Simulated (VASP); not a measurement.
Here is a VASP 6.6.1 calculation.

The input INCAR:

```
PREC = Accurate ; ENCUT = 600
EDIFF = 1E-7 ; ISMEAR = 0
SIGMA = 0.1 ; LREAL = False
LASPH = True ; NELM = 60
ALGO = Fast ; ISIF = 3
LWAVE = False ; LCHARG = False
GGA = PE ; IBRION = 2
NSW = 100 ; EDIFFG = -0.01
```

The input KPOINTS:

```
regular mesh
0
Gamma
  26 26 26
```

Contents of POSCAR:

```
Zn
1.0
   -1.7718161833      1.7718161833      1.2659101663
    1.7718161833     -1.7718161833      1.2659101663
    1.7718161833      1.7718161833     -1.2659101663
Zn
1
Direct
    0.0000000000      0.0000000000      0.0000000000
```

Potentials or basis: VASP PAW PBE potentials, release 64 (Zn).

Run with:

```sh
$ cat potpaw_PBE.64/Zn/POTCAR > POTCAR
$ mpirun -np 1 vasp_std > vasp.out
```

Task: What does it give for the relaxed cell?

Result: a = 2.767 Å, b = 2.767 Å, c = 2.767 Å, α = 102.91°, β = 102.91°, γ = 123.59°.

Task: Predict the space group after relaxing (to 0.1 Å).

Result: I4/mmm (No. 139).

Task: Predict the band gap on the k mesh.

Result: Zero (bands 6 and 7 overlap by 6.02 eV).

The path:
```
step  energy change (eV)  largest force (eV/Å)  pressure (GPa)  volume (Å³)
   1              0.0000                0.0000            0.12        15.90
   2             -0.0067                0.0000           -0.60        15.92
   3             -0.0094                0.0000           -1.49        15.94
   4             -0.0112                0.0000           -0.05        15.53
   5             -0.0112                0.0000           -0.19        15.58
   6             -0.0112                0.0000           -0.22        15.59
   7             -0.0113                0.0000           -0.18        15.57
   8             -0.0113                0.0000           -0.20        15.56
   9             -0.0113                0.0000            0.15        15.51
  10             -0.0113                0.0000            0.03        15.55
```
